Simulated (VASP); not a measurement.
# AlFe2: single point with PBEsol

Crystal: AlFe2.

```
CELL_PARAMETERS angstrom
0.00000 3.35132 3.35132
3.35132 0.00000 3.35132
3.35132 3.35132 0.00000
ATOMIC_POSITIONS crystal
Al 0.25000 0.25000 0.25000
Al 0.00000 0.00000 0.00000
Fe 0.62500 0.12500 0.62500
Fe 0.62500 0.62500 0.12500
Fe 0.12500 0.62500 0.62500
Fe 0.62500 0.62500 0.62500
```

| Property | Result |
| --- | --- |
| Program | VASP 6.6.1 |
| Task | single point |
| Functional | PBEsol |
| Potentials or basis | VASP PAW PBE potentials, release 64 (Al, Fe) |
| Cutoff | 520 eV |
| k mesh | 10 × 10 × 10 |
| Occupations | gaussian, width 0.1 eV |
| Spin | collinear spin, ferromagnetic start |
| Starting moments | [0.6, 0.6, 3.81, 3.81, 3.81, 3.81] μB |
| Fixed moment | 17.5 μB |

```yaml
Pressure: 44.6 GPa
Net_moment: 17.50 μB per cell
Site_moments: Al +0.25; Fe +3.69 μB
Valence_electrons_inside_the_program's_atomic_spheres: Al 0.81; Fe 7.30
```

Wall time 3.4 min on 1 thread of Intel(R) Xeon(R) Platinum 8488C (Sapphire Rapids), with other jobs on the host, peak memory 0.34 GiB.

Caveat: the moment is held away from its start; the cell stands under pressure; the PAW data sets were made with another functional, which shifts forces and pressure a little; the total moment is fixed, so each spin has its own Fermi level and the state may be an excited one.
